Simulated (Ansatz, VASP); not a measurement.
## LuScN2: VASP beside Ansatz

```
CELL_PARAMETERS angstrom
3.31877 0.00000 0.00000
0.00000 3.31877 0.00000
0.00000 0.00000 4.68168
ATOMIC_POSITIONS crystal
Sc 0.00000 0.00000 0.00000
N 0.00000 0.00000 0.50000
N 0.50000 0.50000 0.00000
Lu 0.50000 0.50000 0.50000
```

Alike in both runs: task single point; functional PBE; k mesh 6 × 6 × 4; occupations fermi-dirac, width 0.02 eV; no spin polarisation.

|  | VASP | Ansatz |
| --- | --- | --- |
| version | VASP 6.6.1 | Ansatz 0.2.0 |
| potentials or method | VASP PAW PBE potentials, release 64 (Sc_sv, N, Lu) | plane waves, PAW |
| plane-wave cutoff (eV) | 520 | 420 |
| valence electrons in the cell | 46 | 46 |

```tsv
	VASP	Ansatz	Ansatz less VASP
pressure (GPa)	-4.3	-5.1	-0.80
```

With one functional, cell and mesh, what is left measures potentials, basis and numerics.

Neither program's run includes spin-orbit coupling.
